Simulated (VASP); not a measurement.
A run of VASP 6.6.1 is set up as follows.

POSCAR

```
Ta
1.0
   -1.5845373410      1.5845373410      1.5845373410
    1.5845373410     -1.5845373410      1.5845373410
    1.5845373410      1.5845373410     -1.5845373410
Ta
1
Direct
    0.0000000000      0.0000000000      0.0000000000
```

Contents of INCAR.step1:

```
PREC = Accurate
ENCUT = 520
ISMEAR = -1
SIGMA = 0.1
LREAL = False
LASPH = True
NELM = 60
NBANDS = 12
GGA = PE
ALGO = Normal
EDIFF = 1E-4
LWAVE = True
LCHARG = False
```

INCAR.step2

```
PREC = Accurate
ENCUT = 520
EDIFF = 1E-6
ISMEAR = -1
SIGMA = 0.1
LREAL = False
LASPH = True
NELM = 60
ALGO = Normal
ISIF = 2
LWAVE = False
LCHARG = False
METAGGA = R2SCAN
LMIXTAU = True
NBANDS = 12
ISTART = 1
```

File KPOINTS:

```
regular mesh
0
Gamma
  16 16 16
```

Potentials or basis: VASP PAW PBE potentials, release 64 (Ta_pv).

Command:

```console
$ cat potpaw_PBE.64/Ta_pv/POTCAR > POTCAR
$ cp INCAR.step1 INCAR
$ mpirun -np 1 vasp_std > vasp.out
$ cp INCAR.step2 INCAR
$ mpirun -np 1 vasp_std > vasp.out
```

**Question.** Predict the pressure.

**Answer.** 33.3 GPa.

Caveat: the PAW data sets were made with another functional, which shifts forces and pressure a little.
